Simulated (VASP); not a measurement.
# W (Fd-3m) in VASP: further runs

Runs on W. Level: PBE. Tasks: single point.

All numbers are computed with VASP 6.6.1; they aren't measurements. Logs are shortened: lines on timing, memory, paths and dates and some standing lists are left out, and cuts for length are marked.

### Step 1. The cell of the first run

The structure is cubic, space group Fd-3m (No. 227). Conventional cell: a = 5.829 Å, b = 5.829 Å, c = 5.829 Å, α = 90.00°, β = 90.00°, γ = 90.00°. W (site symmetry -43m) has 4 W at 2.52 Å within 3.3 Å.

### Step 2. Single point, PBE

INCAR

```
SYSTEM = W
  PREC = Accurate
  ENCUT = 520
  EDIFF = 1E-6
  ISMEAR = -1
  SIGMA = 0.05
  LREAL = .False.
  LASPH = .True.
  NELM = 60
  ALGO = Normal
  ISIF = 2
  LWAVE = .False.
  LCHARG = .True.
  GGA = PE
  LELF = .True.
  LVHAR = .True.
  NBANDS = 21
```

KPOINTS

```
Automatic mesh
0
Gamma
  14 14 14
  0 0 0
```

POSCAR

```
W
1.0
    0.0000000000      2.9147145166      2.9147145166
    2.9147145166      0.0000000000      2.9147145166
    2.9147145166      2.9147145166      0.0000000000
W
2
Direct
    0.0000000000      0.0000000000      0.0000000000
    0.2500000000      0.2500000000      0.2500000000
```

Potentials or basis: VASP PAW PBE potentials, release 64 (W_sv).

Run with:

```console
cat potpaw_PBE.64/W_sv/POTCAR > POTCAR
mpirun -np 1 vasp_std > vasp.out
```

OUTCAR:

```text
SYSTEM = W
   PREC = Accurate
   ENCUT = 520
   EDIFF = 1E-6
   ISMEAR = -1
   LREAL = .False.
   LASPH = .True.
   NELM = 60
   ISIF = 2
   GGA = PE

 ion  position               nearest neighbor table
   1  0.000  0.000  0.000-   2 2.52   2 2.52   2 2.52   2 2.52
   2  0.250  0.250  0.250-   1 2.52   1 2.52   1 2.52   1 2.52

  LATTYP: Found a face centered cubic cell.
 ALAT       =     5.8294290332

  Lattice vectors:

 A1 = (   0.0000000000,   2.9147145166,   2.9147145166)
 A2 = (   2.9147145166,   0.0000000000,   2.9147145166)
 A3 = (   2.9147145166,   2.9147145166,   0.0000000000)

Analysis of symmetry for initial positions (statically):
=====================================================================
 Subroutine PRICEL returns:
 Original cell was already a primitive cell.

 Routine SETGRP: Setting up the symmetry group for a
 face centered cubic supercell.

 Subroutine GETGRP returns: Found 48 space group operations
 (whereof 24 operations were pure point group operations)
 out of a pool of 48 trial point group operations.

The static configuration has the point symmetry T_d .
 The point group associated with its full space group is O_h .

Analysis of symmetry for dynamics (positions and initial velocities):
=====================================================================
 Subroutine PRICEL returns:
 Original cell was already a primitive cell.

 Routine SETGRP: Setting up the symmetry group for a
 face centered cubic supercell.

 Subroutine GETGRP returns: Found 48 space group operations
 (whereof 24 operations were pure point group operations)
 out of a pool of 48 trial point group operations.

The dynamic configuration has the point symmetry T_d .
 The point group associated with its full space group is O_h .

 Subroutine INISYM returns: Found 48 space group operations
 (whereof 24 operations are pure point group operations),
 and found     1 'primitive' translations

----------------------------------------------------------------------------------------

                                     Primitive cell

  volume of cell :      49.5243

  direct lattice vectors                    reciprocal lattice vectors
     0.000000000  2.914714517  2.914714517    -0.171543387  0.171543387  0.171543387
[... 74 lines left out ...]
   NGX,Y,Z   is equivalent  to a cutoff of  12.91, 12.91, 12.91 a.u.
   NGXF,Y,Z  is equivalent  to a cutoff of  25.81, 25.81, 25.81 a.u.
 SYSTEM =  W
   PREC   = accura    normal or accurate (medium, high low for compatibility)
   ISTART =      0    job   : 0-new  1-cont  2-samecut
   ICHARG =      2    charge: 1-file 2-atom 10-const
   ISPIN  =      1    spin polarized calculation?
   LNONCOLLINEAR =      F non collinear calculations
   LSORBIT =      F    spin-orbit coupling
   LASPH  =      T    aspherical Exc in radial PAW
   ENCUT  =  520.0 eV  38.22 Ry    6.18 a.u.   7.66  7.66  7.66*2*pi/ulx,y,z
   NELM   =     60;   NELMIN=  2; NELMDL= -5     # of ELM steps
   EDIFF  = 0.1E-05   stopping-criterion for ELM
   LREAL  =      F    real-space projection
   EDIFFG = 0.1E-04   stopping-criterion for IOM
   NSW    =      0    number of steps for IOM
   IBRION =     -1    ionic relax: 0-MD 1-quasi-New 2-CG
   NFREE  =      0    steps in history (QN), initial steepest desc. (CG)
   ISIF   =      2    stress and relaxation
   ISYM   =      2    0-nonsym 1-usesym 2-fastsym
   POTIM  = 0.5000    time-step for ionic-motion
   TEBEG  =    0.0;   TEEND  =   0.0 temperature during run
   PSTRESS=    0.0 pullay stress
   NELECT =      28.0000    total number of electrons
   NUPDOWN=      -1.0000    fix difference up-down
   EMIN   =  10.00;   EMAX   =-10.00  energy-range for DOS
   EFERMI =   0.00;   METHOD = LEGACY
   ISMEAR =    -1;   SIGMA  =   0.05  broadening in eV -4-tet -1-fermi 0-gaus
   EFERMI_NEDOS =   21; number of points for ismear=-14 and -15
   IALGO  =     38    algorithm
   IMIX   =      4    mixing-type and parameters
     AMIX     =   0.40;   BMIX     =  1.00
     AMIX_MAG =   1.60;   BMIX_MAG =  1.00
  volume/ion in A,a.u.               =      24.76       167.10
  Fermi-wavevector in a.u.,A,eV,Ry     =   1.353697  2.558117 24.932618  1.832496
  Thomas-Fermi vector in A             =   2.480931
   LORBIT       =      0    0 simple, 1 ext, 2 COOP (PROOUT), +10 PAW based schemes
   GGA     = PE    functional components
   LHFCALC =     F    Hartree Fock is set to
   AEXX    =    0.0000 exact exchange contribution
   IVDW    =     0    specifies the selected vdW correction
   LEPSILON=     F    determine dielectric tensor
   LRPA    =     F    only Hartree local field effects (RPA)
 non-spin polarized calculation
  energy-cutoff  :      520.00
  volume of cell :       49.52
 maximum number of plane-waves:      1363
   NGX = 15   NGY = 15   NGZ = 15

 number of electron      28.0000000 magnetization

 Free energy of the ion-electron system (eV)
  ---------------------------------------------------
  ext. energy  EPLUGINS =         0.00000000
  ---------------------------------------------------
  free energy    TOTEN  =       -20.60656170 eV

  energy without entropy =      -20.58178213  energy(sigma->0) =      -20.59417192

 E-fermi :   5.2325     XC(G=0): -10.7758

 val. band max:        5.2249420891   @ k =  -0.4286   0.2857   0.0000
 cond. band min:       5.2486891180   @ k =  -0.4286   0.4286   0.1429
 fundamental gap:      0.0237470289
 Fermi energy:         5.2325213807

 k-point     1 :       0.0000    0.0000    0.0000
  band No.  band energies     occupation
      1     -67.9292      2.00000
      2     -67.6156      2.00000
      3     -32.5107      2.00000
      4     -32.5107      2.00000
      5     -32.5107      2.00000
      6     -31.6035      2.00000
[... 565 lines left out ...]
     20      13.6122      0.00000
     21      15.0800      0.00000

 [... further k-points ...]
[... 5 lines left out ...]
  --------------------------------------------------------------------------------------
  -------------------------------------------------------------------------------------
  Total        0.1478184      0.1478184      0.1478184     -0.0000000     -0.0000000      0.0000000
  in kB        4.7821261      4.7821261      4.7821261     -0.0000000     -0.0000000      0.0000000
  external PRESSURE =       4.7821261 kB  Pullay stress =       0.0000000 kB

 VOLUME and BASIS-vectors are now :
 -----------------------------------------------------------------------------
  energy-cutoff  :      520.00
  volume of cell :       49.52
      direct lattice vectors                 reciprocal lattice vectors
     0.000000000  2.914714517  2.914714517    -0.171543387  0.171543387  0.171543387
     2.914714517  0.000000000  2.914714517     0.171543387 -0.171543387  0.171543387
     2.914714517  2.914714517  0.000000000     0.171543387  0.171543387 -0.171543387

 POSITION                                       TOTAL-FORCE (eV/Angst)
 -----------------------------------------------------------------------------------
      0.00000      0.00000      0.00000        -0.000000     -0.000000     -0.000000
      1.45736      1.45736      1.45736         0.000000      0.000000      0.000000
 -----------------------------------------------------------------------------------
    total drift:                               -0.000000      0.000000      0.000000

  FREE ENERGIE OF THE ION-ELECTRON SYSTEM (eV)
  ---------------------------------------------------
  free  energy   TOTEN  =       -20.6065617030 eV

  energy  without entropy=      -20.5817821275  energy(sigma->0) =      -20.59417192
```

OSZICAR:

```text
N       E                     dE             d eps       ncg     rms          rms(c)
DAV:   1     0.283827200157E+03    0.28383E+03   -0.16009E+04  4432   0.144E+03
DAV:   2    -0.112669823459E+02   -0.29509E+03   -0.28667E+03  4889   0.436E+02
DAV:   3    -0.208222375180E+02   -0.95553E+01   -0.92437E+01  5098   0.773E+01
DAV:   4    -0.209682713573E+02   -0.14603E+00   -0.14551E+00  4895   0.102E+01
DAV:   5    -0.209703791728E+02   -0.21078E-02   -0.21075E-02  5049   0.131E+00    0.197E+01
DAV:   6    -0.206804689545E+02    0.28991E+00   -0.50555E-01  5097   0.599E+00    0.907E+00
DAV:   7    -0.206113794266E+02    0.69090E-01   -0.18275E-01  5406   0.393E+00    0.939E-01
DAV:   8    -0.206064630228E+02    0.49164E-02   -0.21983E-02  4581   0.106E+00    0.978E-02
DAV:   9    -0.206065339481E+02   -0.70925E-04   -0.56750E-04  4872   0.195E-01    0.954E-02
DAV:  10    -0.206065620097E+02   -0.28062E-04   -0.37778E-05  4993   0.590E-02    0.331E-03
DAV:  11    -0.206065617030E+02    0.30677E-06   -0.11473E-06  3235   0.862E-03
   1 F= -.20606562E+02 E0= -.20594172E+02  d E =-.247796E-01
```

Run time: 33 s. Hardware: 1 thread of Intel Xeon 6975P-C (Granite Rapids), shared host; peak memory 0.23 GiB.

Results:

```yaml
Free_energy: -20.6066 eV
Pressure: 0.5 GPa
Band_gap_on_the_k_mesh: zero (band 14 reaches 5.79 eV, above the bottom of band 15 at 4.78 eV)
```

Caveat: spin-orbit coupling is left out, which moves the levels of the heavy elements.

### Step 3. Single point, PBE

INCAR

```
  PREC = Accurate
  ENCUT = 520
  EDIFF = 1E-6
  ISMEAR = -1
  SIGMA = 0.05
  LREAL = False
  LASPH = True
  NELM = 80
  ALGO = Normal
  ISIF = 2
  LWAVE = False
  LCHARG = False
  GGA = PE
  NBANDS = 21
```

KPOINTS

```
Automatic mesh
0
Gamma
  15 15 15
```

POSCAR is that of step 2.

Potentials or basis: VASP PAW PBE potentials, release 64 (W_sv).

Run with:

```console
cat potpaw_PBE.64/W_sv/POTCAR > POTCAR
mpirun -np 1 vasp_std > vasp.out
```

It took 42 s on 1 thread of Intel Xeon 6975P-C (Granite Rapids), shared host; peak memory 0.23 GiB.

Results (log left out):

* Free energy: -20.6061 eV
* Pressure: 0.5 GPa
* Band gap on the k mesh: zero (band 14 reaches 5.72 eV, above the bottom of band 15 at 4.78 eV)

Levels at points of the mesh, in eV from the Fermi level:
```
           k point  band 10  band 11  band 12  band 13  band 14  band 15  band 16  band 17  band 18  band 19
(0.00, 0.00, 0.00)    -1.85    -1.85    -1.09    -1.09    -1.09     1.53     1.53     1.53     5.26     5.26
```

Caveat: spin-orbit coupling is left out, which moves the levels of the heavy elements.
